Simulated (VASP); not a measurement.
# Ta (Fm-3m) in VASP: a series of runs, part 2 of 2

VASP 6.6.1. The steps go on from the part before.

### Step 5. Relaxation of cell and atoms, PBE, target pressure 2 GPa, at which the enthalpy is minimised

INCAR reads:

```
  PREC = Accurate
  ENCUT = 600
  EDIFF = 1E-7
  ISMEAR = -1
  SIGMA = 0.05
  LREAL = F
  LASPH = T
  NELM = 100
  ALGO = Normal
  ISIF = 3
  LWAVE = F
  LCHARG = F
  GGA = PE
  IBRION = 2
  NSW = 60
  EDIFFG = -0.005
  PSTRESS = 20.0
```

KPOINTS reads:

```
Automatic mesh
0
Gamma
  16 16 16
```

POSCAR reads:

```
Ta
1.0
    0.0000000000      2.1050905935      2.1050905935
    2.1050905935      0.0000000000      2.1050905935
    2.1050905935      2.1050905935      0.0000000000
Ta
1
Direct
    0.0000000000      0.0000000000      0.0000000000
```

Potentials or basis: VASP PAW PBE potentials, release 64 (Ta_pv).

Started as:

```
$ cat potpaw_PBE.64/Ta_pv/POTCAR > POTCAR
$ mpirun -np 1 vasp_std > vasp.out
```

OUTCAR:

```text
PREC = Accurate
   ENCUT = 600
   EDIFF = 1E-7
   ISMEAR = -1
   LREAL = F
   LASPH = T
   NELM = 100
   ISIF = 3
   GGA = PE
   IBRION = 2
   NSW = 60
   EDIFFG = -0.005
   PSTRESS = 20.0

 ion  position               nearest neighbor table
   1  0.000  0.000  0.000-

  LATTYP: Found a face centered cubic cell.
 ALAT       =     4.2101811870

  Lattice vectors:

 A1 = (   0.0000000000,   2.1050905935,   2.1050905935)
 A2 = (   2.1050905935,   0.0000000000,   2.1050905935)
 A3 = (   2.1050905935,   2.1050905935,   0.0000000000)

Analysis of symmetry for initial positions (statically):
=====================================================================
 Subroutine PRICEL returns:
 Original cell was already a primitive cell.

 Routine SETGRP: Setting up the symmetry group for a
 face centered cubic supercell.

 Subroutine GETGRP returns: Found 48 space group operations
 (whereof 48 operations were pure point group operations)
 out of a pool of 48 trial point group operations.

The static configuration has the point symmetry O_h .

Analysis of symmetry for dynamics (positions and initial velocities):
=====================================================================
 Subroutine PRICEL returns:
 Original cell was already a primitive cell.

 Routine SETGRP: Setting up the symmetry group for a
 face centered cubic supercell.

 Subroutine GETGRP returns: Found 48 space group operations
 (whereof 48 operations were pure point group operations)
 out of a pool of 48 trial point group operations.

The dynamic configuration has the point symmetry O_h .

 Subroutine INISYM returns: Found 48 space group operations
 (whereof 48 operations are pure point group operations),
 and found     1 'primitive' translations

----------------------------------------------------------------------------------------

                                     Primitive cell

  volume of cell :      18.6570

  direct lattice vectors                    reciprocal lattice vectors
     0.000000000  2.105090593  2.105090593    -0.237519469  0.237519469  0.237519469
     2.105090593  0.000000000  2.105090593     0.237519469 -0.237519469  0.237519469
     2.105090593  2.105090593  0.000000000     0.237519469  0.237519469 -0.237519469

  length of vectors
     2.977047667  2.977047667  2.977047667     0.411395788  0.411395788  0.411395788

  position of ions in fractional coordinates (direct lattice)
     0.000000000  0.000000000  0.000000000

  ion indices of the primitive-cell ions
   primitive index   ion index
                 1           1

----------------------------------------------------------------------------------------

 KPOINTS: Automatic mesh

Automatic generation of k-mesh.
 Grid dimensions read from file:
 generate k-points for:   16   16   16

 Generating k-lattice:

  Cartesian coordinates                     Fractional coordinates (reciprocal lattice)
    -0.014844967  0.014844967  0.014844967     0.062500000  0.000000000  0.000000000
     0.014844967 -0.014844967  0.014844967     0.000000000  0.062500000  0.000000000
     0.014844967  0.014844967 -0.014844967     0.000000000  0.000000000  0.062500000

  Length of vectors
     0.025712237  0.025712237  0.025712237

  Shift w.r.t. Gamma in fractional coordinates (k-lattice)
     0.000000000  0.000000000  0.000000000

 Subroutine IBZKPT returns following result:
 ===========================================

 Found    145 irreducible k-points:

 Following reciprocal coordinates:
            Coordinates               Weight
  0.000000  0.000000  0.000000      1.000000
  0.062500  0.000000  0.000000      8.000000
  0.125000  0.000000  0.000000      8.000000
  0.187500  0.000000  0.000000      8.000000
  0.250000  0.000000  0.000000      8.000000
  0.312500  0.000000  0.000000      8.000000
[... 16 lines left out ...]
 -0.125000  0.062500  0.000000     24.000000
 -0.062500  0.062500  0.000000     12.000000
 [... further k-points ...]
   k-points           NKPTS =    145   k-points in BZ     NKDIM =    145   number of bands    NBANDS=      9
   number of dos      NEDOS =    301   number of ions     NIONS =      1
   total plane-waves  NPLWV =  13824
   dimension x,y,z NGX =    24 NGY =   24 NGZ =   24
   dimension x,y,z NGXF=    48 NGYF=   48 NGZF=   48
   ions per type =               1
   NGX,Y,Z   is equivalent  to a cutoff of  13.40, 13.40, 13.40 a.u.
   NGXF,Y,Z  is equivalent  to a cutoff of  26.80, 26.80, 26.80 a.u.
 SYSTEM =  unknown system
   PREC   = accura    normal or accurate (medium, high low for compatibility)
   ISTART =      0    job   : 0-new  1-cont  2-samecut
   ICHARG =      2    charge: 1-file 2-atom 10-const
   ISPIN  =      1    spin polarized calculation?
   LNONCOLLINEAR =      F non collinear calculations
   LSORBIT =      F    spin-orbit coupling
   LASPH  =      T    aspherical Exc in radial PAW
   ENCUT  =  600.0 eV  44.10 Ry    6.64 a.u.   5.95  5.95  5.95*2*pi/ulx,y,z
   NELM   =    100;   NELMIN=  2; NELMDL= -5     # of ELM steps
   EDIFF  = 0.1E-06   stopping-criterion for ELM
   LREAL  =      F    real-space projection
   EDIFFG = -.5E-02   stopping-criterion for IOM
   NSW    =     60    number of steps for IOM
   IBRION =      2    ionic relax: 0-MD 1-quasi-New 2-CG
   NFREE  =      1    steps in history (QN), initial steepest desc. (CG)
   ISIF   =      3    stress and relaxation
   ISYM   =      2    0-nonsym 1-usesym 2-fastsym
   POTIM  = 0.5000    time-step for ionic-motion
   TEBEG  =    0.0;   TEEND  =   0.0 temperature during run
   PSTRESS=   20.0 pullay stress
   NELECT =      11.0000    total number of electrons
   NUPDOWN=      -1.0000    fix difference up-down
   EMIN   =  10.00;   EMAX   =-10.00  energy-range for DOS
   EFERMI =   0.00;   METHOD = LEGACY
   ISMEAR =    -1;   SIGMA  =   0.05  broadening in eV -4-tet -1-fermi 0-gaus
   EFERMI_NEDOS =   21; number of points for ismear=-14 and -15
   IALGO  =     38    algorithm
   IMIX   =      4    mixing-type and parameters
     AMIX     =   0.40;   BMIX     =  1.00
     AMIX_MAG =   1.60;   BMIX_MAG =  1.00
  volume/ion in A,a.u.               =      18.66       125.90
  Fermi-wavevector in a.u.,A,eV,Ry     =   1.372750  2.594122 25.639415  1.884444
  Thomas-Fermi vector in A             =   2.498329
   LORBIT       =      0    0 simple, 1 ext, 2 COOP (PROOUT), +10 PAW based schemes
   GGA     = PE    functional components
   LHFCALC =     F    Hartree Fock is set to
   AEXX    =    0.0000 exact exchange contribution
   IVDW    =     0    specifies the selected vdW correction
   LEPSILON=     F    determine dielectric tensor
   LRPA    =     F    only Hartree local field effects (RPA)
 conjugate gradient relaxation of ions
 non-spin polarized calculation
  energy-cutoff  :      600.00
  volume of cell :       18.66
 maximum number of plane-waves:       636
   NGX = 11   NGY = 11   NGZ = 11

 number of electron      11.0000001 magnetization

 Free energy of the ion-electron system (eV)
  ---------------------------------------------------
  ext. energy  EPLUGINS =         0.00000000
  ---------------------------------------------------
  free energy    TOTEN  =       -11.57834421 eV

  energy without entropy =      -11.56784592  energy(sigma->0) =      -11.57309507

 E-fermi :   5.5669     XC(G=0): -12.4427

 val. band max:        5.5527025702   @ k =   0.4375   0.1250   0.0000
 cond. band min:       5.5763963802   @ k =   0.4375   0.3125   0.0625
 fundamental gap:      0.0236938100
 Fermi energy:         5.5669027293

 k-point     1 :       0.0000    0.0000    0.0000
  band No.  band energies     occupation
      1     -28.0303      2.00000
      2     -28.0303      2.00000
      3     -28.0303      2.00000
      4      -2.5783      2.00000
      5       6.0211      0.00023
      6       6.0211      0.00023
      7       6.0211      0.00023
      8       9.0442      0.00000
      9       9.0442      0.00000

 k-point     2 :       0.0625    0.0000    0.0000
  band No.  band energies     occupation
      1     -28.0727      2.00000
      2     -28.0357      2.00000
      3     -28.0357      2.00000
      4      -2.4201      2.00000
      5       5.8831      0.00358
      6       6.0966      0.00005
      7       6.0966      0.00005
      8       8.9694      0.00000
      9       8.9694      0.00000
[... 253 lines left out ...]
 k-point    24 :      -0.0625    0.0625    0.0000
  band No.  band energies     occupation
      1     -28.1320      2.00000
      2     -28.0598      2.00000
      3     -28.0374      2.00000
      4      -2.1624      2.00000
      5       5.6580      0.27827
      6       6.2073      0.00001
      7       6.2386      0.00000
      8       8.6873      0.00000
      9       9.0414      0.00000

 [... further k-points ...]
[... 5 lines left out ...]
  --------------------------------------------------------------------------------------
  -------------------------------------------------------------------------------------
  Total        0.2333714      0.2333714      0.2333714      0.0000000     -0.0000000     -0.0000000
  in kB       20.0408361     20.0408361     20.0408361      0.0000000     -0.0000000     -0.0000000
  external PRESSURE =       0.0408361 kB  Pullay stress =      20.0000000 kB

 VOLUME and BASIS-vectors are now :
 -----------------------------------------------------------------------------
  energy-cutoff  :      600.00
  volume of cell :       18.66
      direct lattice vectors                 reciprocal lattice vectors
     0.000000000  2.105090593  2.105090593    -0.237519469  0.237519469  0.237519469
     2.105090593  0.000000000  2.105090593     0.237519469 -0.237519469  0.237519469
     2.105090593  2.105090593  0.000000000     0.237519469  0.237519469 -0.237519469

 POSITION                                       TOTAL-FORCE (eV/Angst)
 -----------------------------------------------------------------------------------
      0.00000      0.00000      0.00000         0.000000      0.000000      0.000000
 -----------------------------------------------------------------------------------
    total drift:                                0.000000      0.000000     -0.000000

  FREE ENERGIE OF THE ION-ELECTRON SYSTEM (eV)
  ---------------------------------------------------
  free  energy   TOTEN  =       -11.5783442069 eV

  energy  without entropy=      -11.5678459241  energy(sigma->0) =      -11.57309507

  enthalpy is  TOTEN    =       -11.3454483403 eV   P V=        0.2328958666

 reached required accuracy - stopping structural energy minimisation
```

OSZICAR:

```text
N       E                     dE             d eps       ncg     rms          rms(c)
DAV:   1     0.506049848057E+02    0.50605E+02   -0.70351E+03  2610   0.129E+03
DAV:   2    -0.113201442274E+02   -0.61925E+02   -0.61195E+02  3373   0.259E+02
DAV:   3    -0.120764202573E+02   -0.75628E+00   -0.74397E+00  3131   0.280E+01
DAV:   4    -0.120813676906E+02   -0.49474E-02   -0.49450E-02  3043   0.191E+00
DAV:   5    -0.120813972938E+02   -0.29603E-04   -0.29602E-04  2990   0.124E-01    0.124E+01
DAV:   6    -0.116997196903E+02    0.38168E+00   -0.44007E-01  2709   0.804E+00    0.592E+00
DAV:   7    -0.115800013686E+02    0.11972E+00   -0.37859E-01  2770   0.700E+00    0.361E-01
DAV:   8    -0.115783771477E+02    0.16242E-02   -0.37921E-03  2757   0.816E-01    0.123E-01
DAV:   9    -0.115783495811E+02    0.27567E-04   -0.16665E-04  2839   0.155E-01    0.329E-02
DAV:  10    -0.115783433333E+02    0.62478E-05   -0.56004E-06  2832   0.340E-02    0.102E-02
DAV:  11    -0.115783442564E+02   -0.92306E-06   -0.34533E-07  2798   0.908E-03    0.504E-04
DAV:  12    -0.115783442069E+02    0.49464E-07   -0.27019E-09  1376   0.694E-04
   1 F= -.11345448E+02 E0= -.11340199E+02  d E =-.113454E+02
```

Wall time 11 s (1 thread of Intel Xeon 6975P-C (Granite Rapids), shared host); peak memory 0.16 GiB.

What came out:

| Quantity | Value |
| --- | --- |
| Free energy | -11.5783 eV |
| Pressure after relaxing | 2.0 GPa |

Final structure:
```
Ta
1.0
     0.00000    2.10509    2.10509
     2.10509    0.00000    2.10509
     2.10509    2.10509    0.00000
Ta
1
Direct
  0.00000 0.00000 0.00000
```

Levels at points of the mesh, in eV from the Fermi level:
| k point | band 2 | band 3 | band 4 | band 5 | band 6 | band 7 | band 8 | band 9 |
| --- | --- | --- | --- | --- | --- | --- | --- | --- |
| (0.00, 0.00, 0.00) | -33.60 | -33.60 | -8.15 | 0.45 | 0.45 | 0.45 | 3.48 | 3.48 |
| (0.50, 0.00, 0.00) | -33.74 | -33.74 | -4.63 | 0.23 | 0.23 | 0.71 | 5.83 | 5.83 |
| (0.50, 0.50, 0.00) | -33.97 | -33.97 | -4.42 | -3.36 | 2.93 | 5.82 | 6.52 | 6.52 |

Caveat: the relaxation stopped at its first step, so nothing moved; the cell is relaxed towards a set pressure, so the enthalpy falls and the energy may rise; spin-orbit coupling is left out, which moves the levels of the heavy elements.

### Step 6. Relaxation of cell and atoms, PBE, target pressure 2 GPa, at which the enthalpy is minimised

INCAR reads:

```
ALGO = Normal
EDIFF = 1E-6
EDIFFG = -0.005
ENCUT = 600
GGA = PE
IBRION = 2
ISIF = 3
ISMEAR = -1
LASPH = True
LCHARG = False
LREAL = False
LWAVE = False
NELM = 60
NSW = 32
PREC = Accurate
PSTRESS = 20.0
SIGMA = 0.05
```

KPOINTS reads:

```
k-points
0
Gamma
  16 16 16
```

POSCAR reads:

```
Ta
1.0
    0.0000000000      2.1049180360      2.1049180360
    2.1049180360      0.0000000000      2.1049180360
    2.1049180360      2.1049180360      0.0000000000
Ta
1
Direct
    0.0000000000      0.0000000000      0.0000000000
```

Potentials or basis: VASP PAW PBE potentials, release 64 (Ta_pv).

Started as:

```
$ cat potpaw_PBE.64/Ta_pv/POTCAR > POTCAR
$ mpirun -np 1 vasp_std > vasp.out
```

It took 19 s on 1 thread of Intel Xeon 6975P-C (Granite Rapids), shared host; peak memory 0.16 GiB.

The run converged. Its results:

| Item | Value |
| --- | --- |
| Free energy | -11.5784 eV |
| Relaxed volume | 18.66 Å³/atom |
| Relaxed cell | a = 2.977 Å, b = 2.977 Å, c = 2.977 Å, α = 60.00°, β = 60.00°, γ = 60.00° |
| Space group after relaxing (to 0.05 Å) | Fm-3m (No. 225) |
| Energy change on relaxing (the enthalpy is what falls) | -0.1 meV/atom |
| Ionic steps | 3 |
| Pressure after relaxing | 2.0 GPa |

Final structure:
```
Ta
1.0
     0.00000    2.10512    2.10512
     2.10512    0.00000    2.10512
     2.10512    2.10512    0.00000
Ta
1
Direct
  0.00000 0.00000 0.00000
```

Levels at points of the mesh, in eV from the Fermi level:
| k point | band 3 | band 4 | band 5 | band 6 | band 7 | band 8 |
| --- | --- | --- | --- | --- | --- | --- |
| (0.00, 0.00, 0.00) | -33.60 | -8.15 | 0.45 | 0.45 | 0.45 | 3.48 |
| (0.50, 0.00, 0.00) | -33.74 | -4.63 | 0.23 | 0.23 | 0.71 | 5.83 |
| (0.50, 0.50, 0.00) | -33.97 | -4.42 | -3.36 | 2.93 | 5.82 | 6.52 |

Caveat: the cell is relaxed towards a set pressure, so the enthalpy falls and the energy may rise; spin-orbit coupling is left out, which moves the levels of the heavy elements.

### Step 7. Overview

```csv
task,cell,cutoff (eV),gap on the mesh (eV),pressure (GPa)
single point,"a = 2.977 Å, angles 60.0°, 1 atom",520,none,2.0
relaxation of cell and atoms,"relaxed from a = 2.959 Å, angles 60.0°, 1 atom",600,none,0.0
relaxation of cell and atoms,"relaxed to 2 GPa from a = 2.977 Å, angles 60.0°, 1 atom",600,none,2.0
```

Alike in all rows: level PBE; potentials or basis VASP PAW PBE potentials, release 64 (Ta_pv); no spin polarisation; k mesh 16 × 16 × 16; smearing fermi-dirac 0.05 eV.

Caveats: spin-orbit coupling is left out, which moves the levels of the heavy elements; the cell is relaxed towards a set pressure, so the enthalpy falls and the energy may rise (some runs).

Total energies depend on the potentials used, so only differences within one code and one set of settings carry meaning.
